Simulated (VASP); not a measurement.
# Al4N3 (P3m1) in VASP: a series of runs

Runs on Al4N3. Level: PBE. Tasks: single point.

Program: VASP 6.6.1. These are calculated values, not measurements. Logs are shortened: lines on timing, memory, paths and dates and some standing lists are left out, and cuts for length are marked.

## (1) The cell of the first run

Symmetry: P3m1, No. 156, trigonal system. Conventional cell: a = 3.112 Å, b = 3.112 Å, c = 9.829 Å, α = 90.00°, β = 90.00°, γ = 120.00°. Within 2.5 Å of Al (site symmetry 3m) lie 4 N at 1.90 to 1.91 Å. Al (site symmetry 3m) has 3 N at 1.92 Å within 2.5 Å. Within 2.6 Å of Al (site symmetry 3m) lie 1 N at 1.93 Å. Al (site symmetry 3m) has 4 N at 1.90 to 1.91 Å within 2.5 Å. N (site symmetry 3m) has 4 Al at 1.90 to 1.91 Å within 2.5 Å. Within 2.5 Å of N (site symmetry 3m) lie 4 Al at 1.91 to 1.92 Å. N (site symmetry 3m) has 4 Al at 1.90 to 1.93 Å within 2.5 Å.

## (2) Single point, PBE

The input, INCAR:

```
  PREC = Accurate
  ENCUT = 520
  EDIFF = 1E-7
  ISMEAR = 0
  SIGMA = 0.2
  LREAL = False
  LASPH = True
  NELM = 60
  ALGO = Normal
  ISIF = 2
  LWAVE = False
  LCHARG = False
  GGA = PE
  NBANDS = 22
```

The input, KPOINTS:

```
regular mesh
0
Gamma
  6 6 2
```

The input, POSCAR:

```
Al4N3
1.0
    3.1119767986      0.0000000000      0.0000000000
   -1.5559883993      2.6950509636      0.0000000000
    0.0000000000      0.0000000000      9.8286433193
Al N
4 3
Direct
    0.0000000000      0.0000000000      0.4956596054
    0.3333333333      0.6666666667      0.7586061826
    0.0000000000      0.0000000000     -0.0187543670
    0.3333333333      0.6666666667      0.2389489719
    0.3333333333      0.6666666667      0.4330804748
    0.0000000000      0.0000000000      0.6901102831
    0.0000000000      0.0000000000      0.1773488492
```

Potentials or basis: VASP PAW PBE potentials, release 64 (Al, N).

The run is started by

```console
$ cat potpaw_PBE.64/Al/POTCAR potpaw_PBE.64/N/POTCAR > POTCAR
$ mpirun -np 1 vasp_std > vasp.out
```

OUTCAR:

```text
PREC = Accurate
   ENCUT = 520
   EDIFF = 1E-7
   ISMEAR = 0
   LREAL = False
   LASPH = True
   NELM = 60
   ISIF = 2
   GGA = PE

 ion  position               nearest neighbor table
   1  0.000  0.000  0.496-   5 1.90   5 1.90   5 1.90   6 1.91   4 3.10   4 3.10   4 3.10   2 3.15
                             2 3.15   2 3.15
   2  0.333  0.667  0.759-   6 1.92   6 1.92   6 1.92   3 2.83   3 2.83   3 2.83   1 3.15   1 3.15
                             1 3.15
   3  0.000  0.000  0.981-   7 1.93   2 2.83   2 2.83   2 2.83   4 3.11   4 3.11   4 3.11
   4  0.333  0.667  0.239-   7 1.90   7 1.90   7 1.90   5 1.91   1 3.10   1 3.10   1 3.10   3 3.11
                             3 3.11   3 3.11
   5  0.333  0.667  0.433-   1 1.90   1 1.90   1 1.90   4 1.91
   6  0.000  0.000  0.690-   1 1.91   2 1.92   2 1.92   2 1.92
   7  0.000  0.000  0.177-   4 1.90   4 1.90   4 1.90   3 1.93

  LATTYP: Found a hexagonal cell.
 ALAT       =     3.1119767986
 C/A-ratio  =     3.1583279553

  Lattice vectors:

 A1 = (   3.1119767986,   0.0000000000,   0.0000000000)
 A2 = (  -1.5559883993,   2.6950509636,   0.0000000000)
 A3 = (   0.0000000000,   0.0000000000,   9.8286433193)

Analysis of symmetry for initial positions (statically):
=====================================================================
 Subroutine PRICEL returns:
 Original cell was already a primitive cell.

 Routine SETGRP: Setting up the symmetry group for a
 hexagonal supercell.

 Subroutine GETGRP returns: Found  6 space group operations
 (whereof  6 operations were pure point group operations)
 out of a pool of 24 trial point group operations.

The static configuration has the point symmetry C_3v.

Analysis of symmetry for dynamics (positions and initial velocities):
=====================================================================
 Subroutine PRICEL returns:
 Original cell was already a primitive cell.

 Routine SETGRP: Setting up the symmetry group for a
 hexagonal supercell.

 Subroutine GETGRP returns: Found  6 space group operations
 (whereof  6 operations were pure point group operations)
 out of a pool of 24 trial point group operations.

The dynamic configuration has the point symmetry C_3v.

 Subroutine INISYM returns: Found  6 space group operations
 (whereof  6 operations are pure point group operations),
 and found     1 'primitive' translations

----------------------------------------------------------------------------------------

                                     Primitive cell

  volume of cell :      82.4322

  direct lattice vectors                    reciprocal lattice vectors
     3.111976799  0.000000000  0.000000000     0.321339157  0.185525249  0.000000000
    -1.555988399  2.695050964  0.000000000     0.000000000  0.371050497  0.000000000
     0.000000000  0.000000000  9.828643319     0.000000000  0.000000000  0.101743442

  length of vectors
     3.111976799  3.111976799  9.828643319     0.371050497  0.371050497  0.101743442

  position of ions in fractional coordinates (direct lattice)
     0.000000000  0.000000000  0.495659605
     0.333333333  0.666666667  0.758606183
     0.000000000  0.000000000  0.981245633
     0.333333333  0.666666667  0.238948972
     0.333333333  0.666666667  0.433080475
     0.000000000  0.000000000  0.690110283
     0.000000000  0.000000000  0.177348849

  ion indices of the primitive-cell ions
   primitive index   ion index
                 1           1
                 2           2
                 3           3
                 4           4
                 5           5
                 6           6
                 7           7

----------------------------------------------------------------------------------------

 KPOINTS: regular mesh

Automatic generation of k-mesh.
 Grid dimensions read from file:
 generate k-points for:    6    6    2

 Generating k-lattice:

  Cartesian coordinates                     Fractional coordinates (reciprocal lattice)
     0.053556526  0.030920875  0.000000000     0.166666667 -0.000000000  0.000000000
     0.000000000  0.061841750  0.000000000     0.000000000  0.166666667  0.000000000
     0.000000000  0.000000000  0.050871721     0.000000000  0.000000000  0.500000000

  Length of vectors
     0.061841750  0.061841750  0.050871721

  Shift w.r.t. Gamma in fractional coordinates (k-lattice)
     0.000000000  0.000000000  0.000000000

 Subroutine IBZKPT returns following result:
 ===========================================

 Found     14 irreducible k-points:

 Following reciprocal coordinates:
            Coordinates               Weight
  0.000000  0.000000  0.000000      1.000000
  0.166667 -0.000000  0.000000      6.000000
  0.333333 -0.000000  0.000000      6.000000
  0.500000 -0.000000  0.000000      3.000000
  0.166667  0.166667  0.000000      6.000000
  0.333333  0.166667  0.000000     12.000000
  0.333333  0.333333  0.000000      2.000000
  0.000000  0.000000  0.500000      1.000000
  0.166667 -0.000000  0.500000      6.000000
  0.333333 -0.000000  0.500000      6.000000
  0.500000 -0.000000  0.500000      3.000000
  0.166667  0.166667  0.500000      6.000000
  0.333333  0.166667  0.500000     12.000000
  0.333333  0.333333  0.500000      2.000000
   k-points           NKPTS =     14   k-points in BZ     NKDIM =     14   number of bands    NBANDS=     22
   number of dos      NEDOS =    301   number of ions     NIONS =      7
   total plane-waves  NPLWV =  46080
   dimension x,y,z NGX =    24 NGY =   24 NGZ =   80
   dimension x,y,z NGXF=    48 NGYF=   48 NGZF=  160
   ions per type =               4   3
   NGX,Y,Z   is equivalent  to a cutoff of  12.82, 12.82, 13.53 a.u.
   NGXF,Y,Z  is equivalent  to a cutoff of  25.64, 25.64, 27.06 a.u.
 SYSTEM =  unknown system
   PREC   = accura    normal or accurate (medium, high low for compatibility)
   ISTART =      0    job   : 0-new  1-cont  2-samecut
   ICHARG =      2    charge: 1-file 2-atom 10-const
   ISPIN  =      1    spin polarized calculation?
   LNONCOLLINEAR =      F non collinear calculations
   LSORBIT =      F    spin-orbit coupling
   LASPH  =      T    aspherical Exc in radial PAW
   ENCUT  =  520.0 eV  38.22 Ry    6.18 a.u.   5.79  5.79 18.27*2*pi/ulx,y,z
   NELM   =     60;   NELMIN=  2; NELMDL= -5     # of ELM steps
   EDIFF  = 0.1E-06   stopping-criterion for ELM
   LREAL  =      F    real-space projection
   EDIFFG = 0.1E-05   stopping-criterion for IOM
   NSW    =      0    number of steps for IOM
   IBRION =     -1    ionic relax: 0-MD 1-quasi-New 2-CG
   NFREE  =      0    steps in history (QN), initial steepest desc. (CG)
   ISIF   =      2    stress and relaxation
   ISYM   =      2    0-nonsym 1-usesym 2-fastsym
   POTIM  = 0.5000    time-step for ionic-motion
   TEBEG  =    0.0;   TEEND  =   0.0 temperature during run
   PSTRESS=    0.0 pullay stress
   NELECT =      27.0000    total number of electrons
   NUPDOWN=      -1.0000    fix difference up-down
   EMIN   =  10.00;   EMAX   =-10.00  energy-range for DOS
   EFERMI =   0.00;   METHOD = LEGACY
   ISMEAR =     0;   SIGMA  =   0.20  broadening in eV -4-tet -1-fermi 0-gaus
   EFERMI_NEDOS =   21; number of points for ismear=-14 and -15
   IALGO  =     38    algorithm
   IMIX   =      4    mixing-type and parameters
     AMIX     =   0.40;   BMIX     =  1.00
     AMIX_MAG =   1.60;   BMIX_MAG =  1.00
  volume/ion in A,a.u.               =      11.78        79.47
  Fermi-wavevector in a.u.,A,eV,Ry     =   1.128488  2.132534 17.326831  1.273486
  Thomas-Fermi vector in A             =   2.265179
   LORBIT       =      0    0 simple, 1 ext, 2 COOP (PROOUT), +10 PAW based schemes
   GGA     = PE    functional components
   LHFCALC =     F    Hartree Fock is set to
   AEXX    =    0.0000 exact exchange contribution
   IVDW    =     0    specifies the selected vdW correction
   LEPSILON=     F    determine dielectric tensor
   LRPA    =     F    only Hartree local field effects (RPA)
 non-spin polarized calculation
 Gauss-broadening in eV      SIGMA  =   0.20
  energy-cutoff  :      520.00
  volume of cell :       82.43
 maximum number of plane-waves:      2244
 NGX is ok and might be reduce to    24
   NGX = 11   NGY = 11   NGZ = 37

 number of electron      26.9999996 magnetization

 Free energy of the ion-electron system (eV)
  ---------------------------------------------------
  ext. energy  EPLUGINS =         0.00000000
  ---------------------------------------------------
  free energy    TOTEN  =       -47.29231209 eV

  energy without entropy =      -47.28600622  energy(sigma->0) =      -47.28915916

 E-fermi :   8.3663     XC(G=0): -10.6051

 val. band max:        8.2990584103   @ k =   0.3333   0.3333   0.5000
 cond. band min:       8.4436983286   @ k =   0.0000   0.0000   0.5000
 fundamental gap:      0.1446399182
 Fermi energy:         8.3663148494

 k-point     1 :       0.0000    0.0000    0.0000
  band No.  band energies     occupation
      1      -9.3035      2.00000
      2      -8.6275      2.00000
      3      -7.8822      2.00000
      4      -0.7251      2.00000
      5       0.0824      2.00000
      6       3.7183      2.00000
[... 14 lines left out ...]
     21      16.3412      0.00000
     22      17.1639      0.00000

 k-point     2 :       0.1667   -0.0000    0.0000
  band No.  band energies     occupation
      1      -8.9716      2.00000
      2      -8.3351      2.00000
      3      -7.6434      2.00000
      4      -0.3026      2.00000
      5       0.4646      2.00000
      6       3.1155      2.00000
[... 14 lines left out ...]
     21      15.2147      0.00000
     22      15.9202      0.00000
[... 273 lines left out ...]
     21      15.1914      0.00000
     22      15.5710      0.00000

 k-point    14 :       0.3333    0.3333    0.5000
  band No.  band energies     occupation
      1      -7.1867      2.00000
      2      -7.0073      2.00000
      3      -6.9028      2.00000
      4       0.9867      2.00000
      5       1.1229      2.00000
      6       1.2081      2.00000
[... 14 lines left out ...]
     21      15.0971      0.00000
     22      15.4237      0.00000

------------------------ aborting loop because EDIFF is reached ----------------------------------------

  FORCE on cell =-STRESS in cart. coord.  units (eV):
  Direction    XX          YY          ZZ          XY          YZ          ZX
  --------------------------------------------------------------------------------------
  -------------------------------------------------------------------------------------
  Total       -0.0832495     -0.0832495     -0.2427491      0.0000000      0.0000000     -0.0000000
  in kB       -1.6180628     -1.6180628     -4.7181449      0.0000000      0.0000000     -0.0000000
  external PRESSURE =      -2.6514235 kB  Pullay stress =       0.0000000 kB

 VOLUME and BASIS-vectors are now :
 -----------------------------------------------------------------------------
  energy-cutoff  :      520.00
  volume of cell :       82.43
      direct lattice vectors                 reciprocal lattice vectors
     3.111976799  0.000000000  0.000000000     0.321339157  0.185525249  0.000000000
    -1.555988399  2.695050964  0.000000000     0.000000000  0.371050497  0.000000000
     0.000000000  0.000000000  9.828643319     0.000000000  0.000000000  0.101743442

 POSITION                                       TOTAL-FORCE (eV/Angst)
 -----------------------------------------------------------------------------------
      0.00000      0.00000      4.87166         0.000000      0.000000      0.018793
     -0.00000      1.79670      7.45607        -0.000000      0.000000     -0.014569
      0.00000      0.00000      9.64431         0.000000     -0.000000      0.014776
     -0.00000      1.79670      2.34854        -0.000000      0.000000      0.031830
     -0.00000      1.79670      4.25659         0.000000     -0.000000     -0.014992
      0.00000      0.00000      6.78285        -0.000000     -0.000000     -0.017756
      0.00000      0.00000      1.74310         0.000000     -0.000000     -0.018083
 -----------------------------------------------------------------------------------
    total drift:                                0.000000     -0.000000     -0.000155

  FREE ENERGIE OF THE ION-ELECTRON SYSTEM (eV)
  ---------------------------------------------------
  free  energy   TOTEN  =       -47.2923120909 eV

  energy  without entropy=      -47.2860062206  energy(sigma->0) =      -47.28915916
```

Run time: 12 s. Hardware: 1 thread of Intel Xeon 6975P-C (Granite Rapids), shared host; peak memory 0.2 GiB.

Results:

| Quantity | Value |
| --- | --- |
| Free energy | -47.2923 eV |
| Pressure | -0.3 GPa |
| Largest force | 0.032 eV/Å |

Forces on the atoms (eV/Å):
```
Al   0.000  0.000  0.019
Al   0.000  0.000 -0.015
Al   0.000  0.000  0.015
Al   0.000  0.000  0.032
N    0.000  0.000 -0.015
N    0.000  0.000 -0.018
N    0.000  0.000 -0.018
```

Levels at points of the mesh, in eV from the Fermi level:
| k point | band 10 | band 11 | band 12 | band 13 | band 14 | band 15 | band 16 | band 17 |
| --- | --- | --- | --- | --- | --- | --- | --- | --- |
| (0.00, 0.00, 0.00) | -3.24 | -3.24 | -2.96 | -2.96 | 0.94 | 2.41 | 3.91 | 4.98 |
| (0.50, 0.00, 0.00) | -4.42 | -4.15 | -3.65 | -3.12 | -1.43 | 1.41 | 2.91 | 3.01 |
| (0.00, 0.00, 0.50) | -3.24 | -2.96 | -2.96 | -2.91 | 0.08 | 3.40 | 3.65 | 4.64 |
| (0.50, 0.00, 0.50) | -4.63 | -4.17 | -3.64 | -3.00 | -1.52 | 1.50 | 2.72 | 3.21 |

Caveat: the k points lie up to 0.39 Å⁻¹ apart.

[end of part 1 of 2]
